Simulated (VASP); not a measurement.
A run of VASP 6.6.1:

Contents of INCAR:

```
PREC = Accurate ; ENCUT = 520
EDIFF = 1E-7 ; ISMEAR = -1
SIGMA = 0.1 ; LREAL = False
LASPH = True ; NELM = 150
ALGO = Normal ; ISIF = 2
LWAVE = False ; LCHARG = False
ISPIN = 2 ; MAGMOM = 7 0
LORBIT = 11 ; LMAXMIX = 6
GGA = B5 ; ALDAX = 1.0
AGGAX = 1.0 ; AGGAC = 1.0
ALDAC = 0.0 ; IVDW = 12
VDW_S6 = 1.0 ; VDW_S8 = 2.6996
VDW_A1 = 0.4298 ; VDW_A2 = 4.2359
NBANDS = 26
```

Contents of KPOINTS:

```
Automatic mesh
0
Gamma
  4 4 4
  0.5 0.5 0.5
```

POSCAR

```
GdTl
1.0
    3.7852570296      0.0000000000      0.0000000000
    0.0000000000      3.7852570296      0.0000000000
    0.0000000000      0.0000000000      3.7852570296
Gd Tl
1 1
Direct
    0.0000000000      0.0000000000      0.0000000000
    0.5000000000      0.5000000000      0.5000000000
```

Potentials or basis: VASP PAW PBE potentials, release 64 (Gd, Tl_d).

The run is started by

```bash
$ cat potpaw_PBE.64/Gd/POTCAR potpaw_PBE.64/Tl_d/POTCAR > POTCAR
$ mpirun -np 1 vasp_std > vasp.out
```

Hardware: 1 thread of Oxide Virtual Turin-like Processor, with other jobs on the host.

Q: How long does it take, and how much memory?

A: Wall time 76 s on 1 thread of Oxide Virtual Turin-like Processor, on a shared host, peak memory 0.16 GiB. Counts: scf iterations 29, k points 4.
